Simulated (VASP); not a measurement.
Wanted: the native input for a VASP 6.6.1 run.

```
Task                   : single point
Functional             : PBEsol
Potentials or basis    : VASP PAW PBE potentials, release 64 (Ba_sv, Zr_sv, O)
Cutoff                 : 520 eV
k mesh                 : 6 × 6 × 6
Occupations            : fermi-dirac, width 0.05 eV
Spin                   : non-collinear spin, zero start, spin-orbit coupling
Starting moments       : [[0.0, 0.0, 0.0], [0.0, 0.0, 0.0], [0.0, 0.0, 0.0], [0.0, 0.0, 0.0], [0.0, 0.0, 0.0]] μB
Dipole correction      : no
Further INCAR settings : ALGO = Normal; EDIFF = 1e-07; NBANDS = 55
```

The structure of BaZrO3 lies in POSCAR:

```
BaZrO3
1.0
    4.1913400000      0.0000000000      0.0000000000
    0.0000000000      4.1913400000      0.0000000000
    0.0000000000      0.0000000000      4.1913400000
Ba Zr O
1 1 3
Direct
    0.0000000000      0.0000000000      0.0000000000
    0.5000000000      0.5000000000      0.5000000000
    0.5000000000      0.5000000000      0.0000000000
    0.5000000000      0.0000000000      0.5000000000
    0.0000000000      0.5000000000      0.5000000000
```

These files were run (other wordings do the same):

INCAR

```
SYSTEM = BaZrO3
  PREC = Accurate
  ENCUT = 520
  EDIFF = 1E-7
  ISMEAR = -1
  SIGMA = 0.05
  LREAL = .False.
  LASPH = .True.
  NELM = 150
  ALGO = Normal
  ISIF = 2
  LWAVE = .False.
  LCHARG = .False.
  MAGMOM = 0 0 0 0 0 0 0 0 0 0 0 0 0 0 0
  LORBIT = 11
  LSORBIT = .True.
  GGA_COMPAT = .False.
  LORBMOM = .True.
  LMAXMIX = 4
  GGA = PS
  NBANDS = 55
```

KPOINTS

```
regular mesh
0
Gamma
  6 6 6
  0 0 0
```

Potentials or basis: VASP PAW PBE potentials, release 64 (Ba_sv, Zr_sv, O).

Launch:

```sh
$ cat potpaw_PBE.64/Ba_sv/POTCAR potpaw_PBE.64/Zr_sv/POTCAR potpaw_PBE.64/O/POTCAR > POTCAR
$ mpirun -np 1 vasp_ncl > vasp.out
```

Results of the run:

```
Pressure                                              : -0.1 GPa
Net moment                                            : 0.00 μB per cell
Valence electrons inside the program's atomic spheres : Ba 7.89; Zr 9.73; O 5.02
```

Caveat: the PAW data sets were made with another functional, which shifts forces and pressure a little.

Wall time 4.1 min on 1 thread of Intel Xeon 8259CL (shared host), peak memory 0.38 GiB.
